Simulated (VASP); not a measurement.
# KBr (P1) in VASP: further runs

KBr is run at these levels: PBEsol; tasks: single point.

Program: VASP 6.6.1. These are calculated values, not measurements. Logs are shortened: lines on timing, memory, paths and dates and some standing lists are left out, and cuts for length are marked.

## Step 1: The cell of the first run

The typed cell holds 4 atoms: a = 9.334 Å, b = 4.667 Å, c = 4.667 Å, α = 60.00°, β = 60.00°, γ = 60.00°.

## Step 2: Single point, PBEsol

INCAR reads:

```
  ALGO = Normal
  EDIFF = 1E-6
  ENCUT = 520
  GGA = PS
  ISIF = 2
  ISMEAR = -1
  LASPH = T
  LCHARG = F
  LREAL = F
  LWAVE = F
  NBANDS = 24
  NELM = 100
  PREC = Accurate
  SIGMA = 0.08
```

KPOINTS reads:

```
k-points
0
Gamma
  3 5 5
```

POSCAR reads:

```
KBr
1.0
    0.0000000000      6.6000000000      6.6000000000
    3.3000000000      0.0000000000      3.3000000000
    3.3000000000      3.3000000000      0.0000000000
K Br
2 2
Direct
    0.0058518182     -0.0135718182      0.0086187879
    0.4935964394     -0.0033640909     -0.0068871212
    0.2415446970      0.5249896970      0.4988430303
    0.7587253030      0.4832972727      0.5003096970
```

Potentials or basis: VASP PAW PBE potentials, release 64 (K_sv, Br).

Launch:

```
cat potpaw_PBE.64/K_sv/POTCAR potpaw_PBE.64/Br/POTCAR > POTCAR
mpirun -np 1 vasp_std > vasp.out
```

OUTCAR:

```text
EDIFF = 1E-6
   ENCUT = 520
   GGA = PS
   ISIF = 2
   ISMEAR = -1
   LASPH = T
   LREAL = F
   NELM = 100
   PREC = Accurate

 ion  position               nearest neighbor table
   1  0.006  0.986  0.009-   3 3.17   3 3.21   4 3.26   4 3.29
   2  0.494  0.997  0.993-   3 3.22   3 3.30
   3  0.242  0.525  0.499-   1 3.17   1 3.21   2 3.22   2 3.30
   4  0.759  0.483  0.500-   1 3.26   1 3.29

  LATTYP: Found a trigonal (rhomboedric) cell.
 ALAT       =     8.0833161512
 COS(alpha) =     0.8333333333

  Lattice vectors:

 A1 = (   3.3000000000,  -3.3000000000,  -6.6000000000)
 A2 = (   6.6000000000,  -3.3000000000,  -3.3000000000)
 A3 = (   3.3000000000,  -6.6000000000,  -3.3000000000)

Analysis of symmetry for initial positions (statically):
=====================================================================
 Subroutine PRICEL returns:
 Original cell was already a primitive cell.

 Routine SETGRP: Setting up the symmetry group for a
 trigonal (rhombohedral) supercell.

 Subroutine GETGRP returns: Found  1 space group operations
 (whereof  1 operations were pure point group operations)
 out of a pool of 12 trial point group operations.

The static configuration has the point symmetry C_1 .

Analysis of symmetry for dynamics (positions and initial velocities):
=====================================================================
 Subroutine PRICEL returns:
 Original cell was already a primitive cell.

 Routine SETGRP: Setting up the symmetry group for a
 trigonal (rhombohedral) supercell.

 Subroutine GETGRP returns: Found  1 space group operations
 (whereof  1 operations were pure point group operations)
 out of a pool of 12 trial point group operations.

The dynamic configuration has the point symmetry C_1 .

 Subroutine INISYM returns: Found  1 space group operations
 (whereof  1 operations are pure point group operations),
 and found     1 'primitive' translations

----------------------------------------------------------------------------------------

                                     Primitive cell

  volume of cell :     143.7480

  direct lattice vectors                    reciprocal lattice vectors
     0.000000000  6.600000000  6.600000000    -0.075757576  0.075757576  0.075757576
     3.300000000  0.000000000  3.300000000     0.151515152 -0.151515152  0.151515152
     3.300000000  3.300000000  0.000000000     0.151515152  0.151515152 -0.151515152

  length of vectors
     9.333809512  4.666904756  4.666904756     0.131215970  0.262431941  0.262431941

  position of ions in fractional coordinates (direct lattice)
     0.005851818  0.986428182  0.008618788
     0.493596439  0.996635909  0.993112879
     0.241544697  0.524989697  0.498843030
     0.758725303  0.483297273  0.500309697

  ion indices of the primitive-cell ions
   primitive index   ion index
                 1           1
                 2           2
                 3           3
                 4           4

----------------------------------------------------------------------------------------

 KPOINTS: k-points

Automatic generation of k-mesh.
 Grid dimensions read from file:
 generate k-points for:    3    5    5

 Generating k-lattice:

  Cartesian coordinates                     Fractional coordinates (reciprocal lattice)
    -0.025252525  0.025252525  0.025252525     0.333333333  0.000000000  0.000000000
     0.030303030 -0.030303030  0.030303030     0.000000000  0.200000000  0.000000000
     0.030303030  0.030303030 -0.030303030     0.000000000  0.000000000  0.200000000

  Length of vectors
     0.043738657  0.052486388  0.052486388

  Shift w.r.t. Gamma in fractional coordinates (k-lattice)
     0.000000000  0.000000000  0.000000000

 -----------------------------------------------------------------------------
|                                                                             |
|           W    W    AA    RRRRR   N    N  II  N    N   GGGG   !!!           |
|           W    W   A  A   R    R  NN   N  II  NN   N  G    G  !!!           |
|           W    W  A    A  R    R  N N  N  II  N N  N  G       !!!           |
|           W WW W  AAAAAA  RRRRR   N  N N  II  N  N N  G  GGG   !            |
|           WW  WW  A    A  R   R   N   NN  II  N   NN  G    G                |
|           W    W  A    A  R    R  N    N  II  N    N   GGGG   !!!           |
|                                                                             |
|     Your reciprocal lattice and k-lattice belong to different lattice       |
|     classes:                                                                |
|                                                                             |
|        The reciprocal lattice is rhombohedral (trigonal),                   |
|        whereas your k-lattice is base-centered monoclinic.                  |
|                                                                             |
|     Results are often still useful ...                                      |
|                                                                             |
 -----------------------------------------------------------------------------

 WARNING: IBZKPT: internal override: KBLOWUP is changed to .FALSE.
      ... skipping the blow-up phase ...

 Subroutine IBZKPT returns following result:
 ===========================================

 Found     38 irreducible k-points:

 Following reciprocal coordinates:
            Coordinates               Weight
  0.000000  0.000000  0.000000      1.000000
  0.333333  0.000000  0.000000      2.000000
  0.000000  0.200000  0.000000      2.000000
  0.333333  0.200000  0.000000      2.000000
 -0.333333  0.200000  0.000000      2.000000
  0.000000  0.400000  0.000000      2.000000
[... 16 lines left out ...]
 -0.333333 -0.200000  0.200000      2.000000
  0.000000  0.000000  0.400000      2.000000
 [... further k-points ...]
   k-points           NKPTS =     38   k-points in BZ     NKDIM =     38   number of bands    NBANDS=     24
   number of dos      NEDOS =    301   number of ions     NIONS =      4
   total plane-waves  NPLWV =  90720
   dimension x,y,z NGX =    70 NGY =   36 NGZ =   36
   dimension x,y,z NGXF=   140 NGYF=   72 NGZF=   72
   ions per type =               2   2
   NGX,Y,Z   is equivalent  to a cutoff of  12.47, 12.82, 12.82 a.u.
   NGXF,Y,Z  is equivalent  to a cutoff of  24.94, 25.65, 25.65 a.u.
 SYSTEM =  unknown system
   PREC   = accura    normal or accurate (medium, high low for compatibility)
   ISTART =      0    job   : 0-new  1-cont  2-samecut
   ICHARG =      2    charge: 1-file 2-atom 10-const
   ISPIN  =      1    spin polarized calculation?
   LNONCOLLINEAR =      F non collinear calculations
   LSORBIT =      F    spin-orbit coupling
   LASPH  =      T    aspherical Exc in radial PAW
   ENCUT  =  520.0 eV  38.22 Ry    6.18 a.u.  17.35  8.68  8.68*2*pi/ulx,y,z
   NELM   =    100;   NELMIN=  2; NELMDL= -5     # of ELM steps
   EDIFF  = 0.1E-05   stopping-criterion for ELM
   LREAL  =      F    real-space projection
   EDIFFG = 0.1E-04   stopping-criterion for IOM
   NSW    =      0    number of steps for IOM
   IBRION =     -1    ionic relax: 0-MD 1-quasi-New 2-CG
   NFREE  =      0    steps in history (QN), initial steepest desc. (CG)
   ISIF   =      2    stress and relaxation
   ISYM   =      2    0-nonsym 1-usesym 2-fastsym
   POTIM  = 0.5000    time-step for ionic-motion
   TEBEG  =    0.0;   TEEND  =   0.0 temperature during run
   PSTRESS=    0.0 pullay stress
   NELECT =      32.0000    total number of electrons
   NUPDOWN=      -1.0000    fix difference up-down
   EMIN   =  10.00;   EMAX   =-10.00  energy-range for DOS
   EFERMI =   0.00;   METHOD = LEGACY
   ISMEAR =    -1;   SIGMA  =   0.08  broadening in eV -4-tet -1-fermi 0-gaus
   EFERMI_NEDOS =   21; number of points for ismear=-14 and -15
   IALGO  =     38    algorithm
   IMIX   =      4    mixing-type and parameters
     AMIX     =   0.40;   BMIX     =  1.00
     AMIX_MAG =   1.60;   BMIX_MAG =  1.00
  volume/ion in A,a.u.               =      35.94       242.51
  Fermi-wavevector in a.u.,A,eV,Ry     =   0.992181  1.874950 13.393889  0.984423
  Thomas-Fermi vector in A             =   2.123975
   LORBIT       =      0    0 simple, 1 ext, 2 COOP (PROOUT), +10 PAW based schemes
   GGA     = PS    functional components
   LHFCALC =     F    Hartree Fock is set to
   AEXX    =    0.0000 exact exchange contribution
   IVDW    =     0    specifies the selected vdW correction
   LEPSILON=     F    determine dielectric tensor
   LRPA    =     F    only Hartree local field effects (RPA)
 non-spin polarized calculation
  energy-cutoff  :      520.00
  volume of cell :      143.75
 maximum number of plane-waves:      3896
 NGX is ok and might be reduce to    70
   NGX = 35   NGY = 17   NGZ = 17

 number of electron      32.0000000 magnetization

 Free energy of the ion-electron system (eV)
  ---------------------------------------------------
  ext. energy  EPLUGINS =         0.00000000
  ---------------------------------------------------
  free energy    TOTEN  =       -12.88989713 eV

  energy without entropy =      -12.88989713  energy(sigma->0) =      -12.88989713

 E-fermi :  -0.0073     XC(G=0):  -7.5426

 val. band max:       -1.7821441064   @ k =   0.0000   0.0000   0.0000
 cond. band min:       2.4458727242   @ k =   0.0000   0.0000   0.0000
 fundamental gap:      4.2280168306
 Fermi energy:        -0.0073002301

 k-point     1 :       0.0000    0.0000    0.0000
  band No.  band energies     occupation
      1     -29.5488      2.00000
      2     -29.3238      2.00000
      3     -14.3431      2.00000
      4     -14.0853      2.00000
      5     -13.0951      2.00000
      6     -13.0924      2.00000
[... 16 lines left out ...]
     23       6.5461      0.00000
     24       6.6213      0.00000

 k-point     2 :       0.3333    0.0000    0.0000
  band No.  band energies     occupation
      1     -29.5488      2.00000
      2     -29.3239      2.00000
      3     -14.3268      2.00000
      4     -14.1116      2.00000
      5     -13.0953      2.00000
      6     -13.0925      2.00000
[... 586 lines left out ...]
 k-point    24 :       0.0000    0.0000    0.4000
  band No.  band energies     occupation
      1     -29.5455      2.00000
      2     -29.3202      2.00000
      3     -14.3298      2.00000
      4     -14.0216      2.00000
      5     -13.1281      2.00000
      6     -13.1078      2.00000
[... 16 lines left out ...]
     23       7.4123      0.00000
     24       7.5894      0.00000

 [... further k-points ...]

------------------------ aborting loop because EDIFF is reached ----------------------------------------

  FORCE on cell =-STRESS in cart. coord.  units (eV):
  Direction    XX          YY          ZZ          XY          YZ          ZX
  --------------------------------------------------------------------------------------
  -------------------------------------------------------------------------------------
  Total       -0.1719768     -0.1310629     -0.2271421      0.0223402     -0.0060250     -0.0017999
  in kB       -1.9168084     -1.4607923     -2.5316663      0.2489981     -0.0671531     -0.0200612
  external PRESSURE =      -1.9697557 kB  Pullay stress =       0.0000000 kB

 VOLUME and BASIS-vectors are now :
 -----------------------------------------------------------------------------
  energy-cutoff  :      520.00
  volume of cell :      143.75
      direct lattice vectors                 reciprocal lattice vectors
     0.000000000  6.600000000  6.600000000    -0.075757576  0.075757576  0.075757576
     3.300000000  0.000000000  3.300000000     0.151515152 -0.151515152  0.151515152
     3.300000000  3.300000000  0.000000000     0.151515152  0.151515152 -0.151515152

 POSITION                                       TOTAL-FORCE (eV/Angst)
 -----------------------------------------------------------------------------------
      3.28366      0.06706      3.29384         0.081867     -0.147317     -0.024603
      6.56617      6.53501      6.54664        -0.008396      0.100455      0.126121
      3.37865      3.24038      3.32666        -0.156939      0.140152     -0.033774
      3.24590      6.65861      6.60247         0.083467     -0.093290     -0.067744
 -----------------------------------------------------------------------------------
    total drift:                               -0.000187     -0.000000     -0.000393

  FREE ENERGIE OF THE ION-ELECTRON SYSTEM (eV)
  ---------------------------------------------------
  free  energy   TOTEN  =       -12.8898971341 eV

  energy  without entropy=      -12.8898971339  energy(sigma->0) =      -12.88989713
```

It took 66 s on 1 thread of Intel Xeon 6975P-C (Granite Rapids), shared host; peak memory 0.33 GiB.

What came out:

| Quantity | Value |
| --- | --- |
| Free energy | -12.8899 eV |
| Pressure | -0.2 GPa |
| Largest force | 0.213 eV/Å |
| Band gap on the k mesh | 4.23 eV |

Forces in eV/Å, atoms in the order of the input:
```
K    0.082 -0.147 -0.025
K   -0.008  0.100  0.126
Br  -0.157  0.140 -0.034
Br   0.083 -0.093 -0.068
```

Stress tensor (GPa, compression positive):
```
-0.19  0.02  0.00
 0.02 -0.15 -0.01
 0.00 -0.01 -0.25
```

Caveat: the PAW data sets were made with another functional, which shifts forces and pressure a little. Expect the measured gap to be larger: semilocal functionals such as PBEsol lack the derivative discontinuity.

## Step 3: Single point, PBEsol

INCAR reads:

```
ALGO     = Normal         # electronic algorithm
EDIFF    = 1E-6           # SCF threshold, eV
ENCUT    = 520            # plane-wave cutoff, eV
GGA      = PS             # functional
ISIF     = 2              # what is computed and relaxed
ISMEAR   = -1             # smearing method
LASPH    = T              # aspherical terms in the spheres
LCHARG   = F              # write CHGCAR
LREAL    = F              # projectors in reciprocal space
LWAVE    = F              # write WAVECAR
NBANDS   = 24             # bands
NELM     = 60             # most SCF steps
PREC     = Accurate       # precision mode
SIGMA    = 0.08           # smearing width, eV
```

KPOINTS is that of step 2.

POSCAR reads:

```
KBr
1.0
    0.0000000000      6.6000000000      6.6000000000
    3.3000000000      0.0000000000      3.3000000000
    3.3000000000      3.3000000000      0.0000000000
K Br
2 2
Direct
    0.0074663636     -0.0182584848      0.0125221212
    0.4916178030     -0.0048819697     -0.0106604545
    0.2379867424      0.5358177273      0.4983331818
    0.7624612879      0.4755053030      0.5007559091
```

Potentials or basis: VASP PAW PBE potentials, release 64 (K_sv, Br).

Launch:

```
cat potpaw_PBE.64/K_sv/POTCAR potpaw_PBE.64/Br/POTCAR > POTCAR
mpirun -np 1 vasp_std > vasp.out
```

It took 74 s on 1 thread of Intel Xeon 6975P-C (Granite Rapids), shared host; peak memory 0.34 GiB.

Results (log left out):

- Free energy: -12.8635 eV
- Pressure: -0.1 GPa
- Largest force: 0.309 eV/Å
- Band gap on the k mesh: 4.19 eV

Forces on the atoms (eV/Å):
```
K    0.108 -0.212 -0.030
K   -0.013  0.126  0.172
Br  -0.219  0.213 -0.050
Br   0.124 -0.127 -0.091
```

Stress tensor (GPa, compression positive):
```
-0.09  0.05 -0.01
 0.05 -0.01 -0.01
-0.01 -0.01 -0.23
```

Levels at points of the mesh, in eV from the valence-band top:
```tsv
k point	band 13	band 14	band 15	band 16	band 17	band 18	band 19	band 20
(0.00, 0.00, 0.00)	-0.45	-0.06	-0.02	0.00	4.19	6.37	7.35	7.45
```

Caveat: the PAW data sets were made with another functional, which shifts forces and pressure a little. Expect the measured gap to be larger: semilocal functionals such as PBEsol lack the derivative discontinuity.

[end of part 1 of 2]
